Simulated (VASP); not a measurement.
# Ga3Sb (I4/mmm) in VASP: further runs, part 2 of 2

VASP 6.6.1. The steps go on from the part before.

**3. Single point, LDA**

This run uses another cell than the first one, of 22.19 Å³/atom.

Input file INCAR:

```
ALGO = Fast
EDIFF = 1E-6
ENCUT = 520
GGA = CA
ISIF = 2
ISMEAR = 0
LASPH = True
LCHARG = False
LREAL = False
LWAVE = False
NBANDS = 30
NELM = 80
PREC = Accurate
SIGMA = 0.1
```

Input file KPOINTS:

```
k-points
0
Gamma
  14 14 14
```

Input file POSCAR:

```
Ga3Sb
1.0
   -2.1587990000      2.1587990000      4.7604840000
    2.1587990000     -2.1587990000      4.7604840000
    2.1587990000      2.1587990000     -4.7604840000
Ga Sb
3 1
Direct
    0.7500000000      0.2500000000      0.5000000000
    0.2500000000      0.7500000000      0.5000000000
    0.5000000000      0.5000000000      0.0000000000
    0.0000000000      0.0000000000      0.0000000000
```

Potentials or basis: VASP PAW LDA potentials, release 64 (Ga_d, Sb).

Command:

```console
$ cat potpaw_LDA.64/Ga_d/POTCAR potpaw_LDA.64/Sb/POTCAR > POTCAR
$ mpirun -np 1 vasp_std > vasp.out
```

OUTCAR:

```text
EDIFF = 1E-6
   ENCUT = 520
   GGA = CA
   ISIF = 2
   ISMEAR = 0
   LASPH = True
   LREAL = False
   NELM = 80
   PREC = Accurate

 ion  position               nearest neighbor table
   1  0.750  0.250  0.500-   4 3.21   4 3.21   4 3.21   4 3.21
   2  0.250  0.750  0.500-   4 3.21   4 3.21   4 3.21   4 3.21
   3  0.500  0.500  0.000-   4 3.05   4 3.05   4 3.05   4 3.05
   4  0.000  0.000  0.000-   3 3.05   3 3.05   3 3.05   3 3.05   2 3.21   1 3.21   2 3.21   2 3.21
                             1 3.21   1 3.21   2 3.21   1 3.21

  LATTYP: Found a body centered tetragonal cell.
 ALAT       =     4.3175980000
 C/A-ratio  =     2.2051538842

  Lattice vectors:

 A1 = (  -2.1587990000,   2.1587990000,   4.7604840000)
 A2 = (   2.1587990000,  -2.1587990000,   4.7604840000)
 A3 = (   2.1587990000,   2.1587990000,  -4.7604840000)

Analysis of symmetry for initial positions (statically):
=====================================================================
 Subroutine PRICEL returns:
 Original cell was already a primitive cell.

 Routine SETGRP: Setting up the symmetry group for a
 body centered tetragonal supercell.

 Subroutine GETGRP returns: Found 16 space group operations
 (whereof 16 operations were pure point group operations)
 out of a pool of 16 trial point group operations.

The static configuration has the point symmetry D_4h.

Analysis of symmetry for dynamics (positions and initial velocities):
=====================================================================
 Subroutine PRICEL returns:
 Original cell was already a primitive cell.

 Routine SETGRP: Setting up the symmetry group for a
 body centered tetragonal supercell.

 Subroutine GETGRP returns: Found 16 space group operations
 (whereof 16 operations were pure point group operations)
 out of a pool of 16 trial point group operations.

The dynamic configuration has the point symmetry D_4h.

 Subroutine INISYM returns: Found 16 space group operations
 (whereof 16 operations are pure point group operations),
 and found     1 'primitive' translations

----------------------------------------------------------------------------------------

                                     Primitive cell

  volume of cell :      88.7433

  direct lattice vectors                    reciprocal lattice vectors
    -2.158799000  2.158799000  4.760484000     0.000000000  0.231610261  0.105031337
     2.158799000 -2.158799000  4.760484000     0.231610261  0.000000000  0.105031337
     2.158799000  2.158799000 -4.760484000     0.231610261  0.231610261  0.000000000

  length of vectors
     5.655354468  5.655354468  5.655354468     0.254312593  0.254312593  0.327546372

  position of ions in fractional coordinates (direct lattice)
     0.750000000  0.250000000  0.500000000
     0.250000000  0.750000000  0.500000000
     0.500000000  0.500000000  0.000000000
     0.000000000  0.000000000  0.000000000

  ion indices of the primitive-cell ions
   primitive index   ion index
                 1           1
                 2           2
                 3           3
                 4           4

----------------------------------------------------------------------------------------

 KPOINTS: k-points

Automatic generation of k-mesh.
 Grid dimensions read from file:
 generate k-points for:   14   14   14

 Generating k-lattice:

  Cartesian coordinates                     Fractional coordinates (reciprocal lattice)
     0.000000000  0.016543590  0.007502238     0.071428571  0.000000000  0.000000000
     0.016543590  0.000000000  0.007502238     0.000000000  0.071428571  0.000000000
     0.016543590  0.016543590  0.000000000     0.000000000  0.000000000  0.071428571

  Length of vectors
     0.018165185  0.018165185  0.023396169

  Shift w.r.t. Gamma in fractional coordinates (k-lattice)
     0.000000000  0.000000000  0.000000000

 Subroutine IBZKPT returns following result:
 ===========================================

 Found    244 irreducible k-points:

 Following reciprocal coordinates:
            Coordinates               Weight
  0.000000  0.000000  0.000000      1.000000
  0.071429  0.000000 -0.000000      8.000000
  0.142857  0.000000  0.000000      8.000000
  0.214286  0.000000  0.000000      8.000000
  0.285714 -0.000000  0.000000      8.000000
  0.357143  0.000000  0.000000      8.000000
[... 16 lines left out ...]
  0.214286  0.142857  0.000000     16.000000
  0.285714  0.142857  0.000000     16.000000
 [... further k-points ...]
   k-points           NKPTS =    244   k-points in BZ     NKDIM =    244   number of bands    NBANDS=     30
   number of dos      NEDOS =    301   number of ions     NIONS =      4
   total plane-waves  NPLWV =  74088
   dimension x,y,z NGX =    42 NGY =   42 NGZ =   42
   dimension x,y,z NGXF=    84 NGYF=   84 NGZF=   84
   ions per type =               3   1
   NGX,Y,Z   is equivalent  to a cutoff of  12.35, 12.35, 12.35 a.u.
   NGXF,Y,Z  is equivalent  to a cutoff of  24.69, 24.69, 24.69 a.u.
 SYSTEM =  unknown system
   PREC   = accura    normal or accurate (medium, high low for compatibility)
   ISTART =      0    job   : 0-new  1-cont  2-samecut
   ICHARG =      2    charge: 1-file 2-atom 10-const
   ISPIN  =      1    spin polarized calculation?
   LNONCOLLINEAR =      F non collinear calculations
   LSORBIT =      F    spin-orbit coupling
   LASPH  =      T    aspherical Exc in radial PAW
   ENCUT  =  520.0 eV  38.22 Ry    6.18 a.u.  10.52 10.52 10.52*2*pi/ulx,y,z
   NELM   =     80;   NELMIN=  2; NELMDL= -5     # of ELM steps
   EDIFF  = 0.1E-05   stopping-criterion for ELM
   LREAL  =      F    real-space projection
   EDIFFG = 0.1E-04   stopping-criterion for IOM
   NSW    =      0    number of steps for IOM
   IBRION =     -1    ionic relax: 0-MD 1-quasi-New 2-CG
   NFREE  =      0    steps in history (QN), initial steepest desc. (CG)
   ISIF   =      2    stress and relaxation
   ISYM   =      2    0-nonsym 1-usesym 2-fastsym
   POTIM  = 0.5000    time-step for ionic-motion
   TEBEG  =    0.0;   TEEND  =   0.0 temperature during run
   PSTRESS=    0.0 pullay stress
   NELECT =      44.0000    total number of electrons
   NUPDOWN=      -1.0000    fix difference up-down
   EMIN   =  10.00;   EMAX   =-10.00  energy-range for DOS
   EFERMI =   0.00;   METHOD = LEGACY
   ISMEAR =     0;   SIGMA  =   0.10  broadening in eV -4-tet -1-fermi 0-gaus
   EFERMI_NEDOS =   21; number of points for ismear=-14 and -15
   IALGO  =     68    algorithm
   IMIX   =      4    mixing-type and parameters
     AMIX     =   0.40;   BMIX     =  1.00
     AMIX_MAG =   1.60;   BMIX_MAG =  1.00
  volume/ion in A,a.u.               =      22.19       149.72
  Fermi-wavevector in a.u.,A,eV,Ry     =   1.295728  2.448571 22.842976  1.678911
  Thomas-Fermi vector in A             =   2.427229
   LORBIT       =      0    0 simple, 1 ext, 2 COOP (PROOUT), +10 PAW based schemes
   GGA     = CA    functional components
   LHFCALC =     F    Hartree Fock is set to
   AEXX    =    0.0000 exact exchange contribution
   IVDW    =     0    specifies the selected vdW correction
   LEPSILON=     F    determine dielectric tensor
   LRPA    =     F    only Hartree local field effects (RPA)
 non-spin polarized calculation
 RMM-DIIS sequential band-by-band and
 Gauss-broadening in eV      SIGMA  =   0.10
  energy-cutoff  :      520.00
  volume of cell :       88.74
 maximum number of plane-waves:      2420
   NGX = 21   NGY = 21   NGZ = 21

 number of electron      44.0000012 magnetization

 Free energy of the ion-electron system (eV)
  ---------------------------------------------------
  ext. energy  EPLUGINS =         0.00000000
  ---------------------------------------------------
  free energy    TOTEN  =       -15.06254525 eV

  energy without entropy =      -15.05276908  energy(sigma->0) =      -15.05765716

 E-fermi :   5.6717     XC(G=0): -10.7205

 val. band max:        5.6465715590   @ k =  -0.1429   0.2857   0.0714
 cond. band min:       5.6727011616   @ k =   0.1429   0.1429   0.0714
 fundamental gap:      0.0261296026
 Fermi energy:         5.6717316865

 k-point     1 :       0.0000    0.0000    0.0000
  band No.  band energies     occupation
      1      -9.3250      2.00000
      2      -9.2737      2.00000
      3      -9.2630      2.00000
      4      -9.2237      2.00000
      5      -9.2237      2.00000
      6      -9.2135      2.00000
[... 781 lines left out ...]
     29      10.3925      0.00000
     30      13.0973      0.00000

 [... further k-points ...]
[... 5 lines left out ...]
  --------------------------------------------------------------------------------------
  -------------------------------------------------------------------------------------
  Total       -2.5656254     -2.5656254     -2.7657888      0.0000000      0.0000000      0.0000000
  in kB      -46.3199744    -46.3199744    -49.9337381      0.0000000      0.0000000      0.0000000
  external PRESSURE =     -47.5245623 kB  Pullay stress =       0.0000000 kB

 VOLUME and BASIS-vectors are now :
 -----------------------------------------------------------------------------
  energy-cutoff  :      520.00
  volume of cell :       88.74
      direct lattice vectors                 reciprocal lattice vectors
    -2.158799000  2.158799000  4.760484000     0.000000000  0.231610261  0.105031337
     2.158799000 -2.158799000  4.760484000     0.231610261  0.000000000  0.105031337
     2.158799000  2.158799000 -4.760484000     0.231610261  0.231610261  0.000000000

 POSITION                                       TOTAL-FORCE (eV/Angst)
 -----------------------------------------------------------------------------------
      0.00000      2.15880      2.38024         0.000000      0.000000     -0.000000
      2.15880      0.00000      2.38024        -0.000000      0.000000     -0.000000
      0.00000      0.00000      4.76048         0.000000     -0.000000      0.000000
      0.00000      0.00000      0.00000         0.000000     -0.000000      0.000000
 -----------------------------------------------------------------------------------
    total drift:                               -0.000000      0.000000      0.000000

  FREE ENERGIE OF THE ION-ELECTRON SYSTEM (eV)
  ---------------------------------------------------
  free  energy   TOTEN  =       -15.0625452521 eV

  energy  without entropy=      -15.0527690776  energy(sigma->0) =      -15.05765716
```

OSZICAR:

```text
N       E                     dE             d eps       ncg     rms          rms(c)
DAV:   1     0.297811948978E+03    0.29781E+03   -0.20813E+04 14888   0.233E+03
DAV:   2     0.219473157711E+02   -0.27586E+03   -0.26840E+03 15034   0.502E+02
DAV:   3    -0.138935848316E+02   -0.35841E+02   -0.35077E+02 16822   0.137E+02
DAV:   4    -0.151063712141E+02   -0.12128E+01   -0.12062E+01 17308   0.266E+01
DAV:   5    -0.151386573911E+02   -0.32286E-01   -0.32274E-01 19110   0.439E+00    0.250E+00
RMM:   6    -0.150796889183E+02    0.58968E-01   -0.10709E-01 19346   0.315E+00    0.139E+00
RMM:   7    -0.150634096012E+02    0.16279E-01   -0.49087E-02 19770   0.145E+00    0.181E-01
RMM:   8    -0.150625204862E+02    0.88912E-03   -0.51784E-03 20454   0.673E-01    0.699E-02
RMM:   9    -0.150625550796E+02   -0.34593E-04   -0.83193E-04 23561   0.236E-01    0.572E-02
RMM:  10    -0.150625482406E+02    0.68390E-05   -0.13011E-04 23446   0.843E-02    0.933E-03
RMM:  11    -0.150625446776E+02    0.35631E-05   -0.25905E-05 21197   0.478E-02    0.624E-03
RMM:  12    -0.150625452521E+02   -0.57454E-06   -0.77660E-06 17044   0.197E-02
   1 F= -.15062545E+02 E0= -.15057657E+02  d E =-.977617E-02
```

Run time: 22 min. Hardware: 1 thread of Oxide Virtual Turin-like, shared host; peak memory 0.58 GiB.

What came out:

| Property | Result |
| --- | --- |
| Free energy | -15.0625 eV |
| Pressure | -4.8 GPa |
| Band gap on the k mesh | zero (bands 22 and 23 overlap by 4.22 eV) |

Stress tensor (GPa, compression positive):
```
-4.63  0.00  0.00
 0.00 -4.63  0.00
 0.00  0.00 -4.99
```

Caveat: the cell stands under tension; spin-orbit coupling is left out, which moves the levels of the heavy elements.

The gap in the log of VASP goes by the Fermi energy; the results here count the filled bands.